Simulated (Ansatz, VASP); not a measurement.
# LiY3 in VASP and in Ansatz

File INCAR:

```
SYSTEM = LiY3
ALGO     = Normal         ! electronic algorithm
EDIFF    = 1E-6           ! SCF threshold, eV
EDIFFG   = -0.04          ! ionic threshold
ENCUT    = 600            ! plane-wave cutoff, eV
GGA      = PE             ! functional
IBRION   = 2              ! ionic algorithm
ISIF     = 3              ! what is computed and relaxed
ISMEAR   = 0              ! smearing method
LASPH    = .TRUE.         ! aspherical terms in the spheres
LCHARG   = .FALSE.        ! write CHGCAR
LREAL    = .FALSE.        ! projectors in reciprocal space
LWAVE    = .FALSE.        ! write WAVECAR
NELM     = 80             ! most SCF steps
NSW      = 90             ! ionic steps
PREC     = Accurate       ! precision mode
SIGMA    = 0.1            ! smearing width, eV
```

The input KPOINTS:

```
k-points
0
G
  6 6 6
  0 0 0
```

File POSCAR:

```
LiY3
1.0
    5.3667425500      0.0000000000      0.0000000000
   -2.6833712800      4.6477353900      0.0000000000
    0.0000000000      0.0000000000      3.6996852700
Li Y
1 3
Direct
    0.0000000000      0.0000000000      0.0000000000
    0.5000000000      0.0000000000      0.5000000000
    0.0000000000      0.5000000000      0.5000000000
    0.5000000000      0.5000000000      0.5000000000
```

Input for Ansatz:

```yaml
crystal:
  lattice:
    - [5.36674255, 0.0, 0.0]
    - [-2.68337128, 4.64773539, 0.0]
    - [0.0, 0.0, 3.69968527]
  atoms:
    - { symbol: Li, position: [0.0, 0.0, 0.0] }
    - { symbol: "Y", position: [0.5, 0.0, 0.5] }
    - { symbol: "Y", position: [0.0, 0.5, 0.5] }
    - { symbol: "Y", position: [0.5, 0.5, 0.5] }
basis:
  ecutwfc: 420
kpoints:
  mp_grid: { grid: [6, 6, 6] }
hamiltonian:
  xc: pbe
scf:
  occupations: { method: gaussian, width: 0.1 }
  lower_state_search: "off"
output:
  forces: true
  stress: true
  eigenvalues: true
relax:
  adjacent_minimum: "off"
  f_tol: 0.04
  max_steps: 70
  cell: { stress_tol: 0.4 }
```

Alike in both runs: task relaxation of cell and atoms; functional PBE; k mesh 6 × 6 × 6; occupations gaussian, width 0.1 eV; no spin polarisation.

```csv
,VASP,Ansatz
version,VASP 6.6.1,Ansatz 0.2.0
potentials or method,"VASP PAW PBE potentials, release 64 (Li_sv, Y_sv), cutoff 600 eV","scalar-relativistic, plane waves, PAW"
valence electrons in the cell,36,36
```

Ansatz gave:

```
gap on the k mesh at the Fermi level, each at its own relaxed structure (eV) : none
relaxed volume (Å³/atom)                                                     : 30.32
relaxed cell length with the largest relative difference (Å)                 : 6.594
```

**Question.** Which values does VASP return?

**Answer.** gap on the k mesh at the Fermi level, each at its own relaxed structure (eV): none; relaxed volume (Å³/atom): 30.30; relaxed cell length with the largest relative difference (Å): 6.591.

A gap of «none» marks a metal or a gap that the smearing closes.

Noted on VASP's run: the cutoff is short for stress, so the pressure is rough; the volume moved by over 15 % at a fixed basis, so the end points are rough.
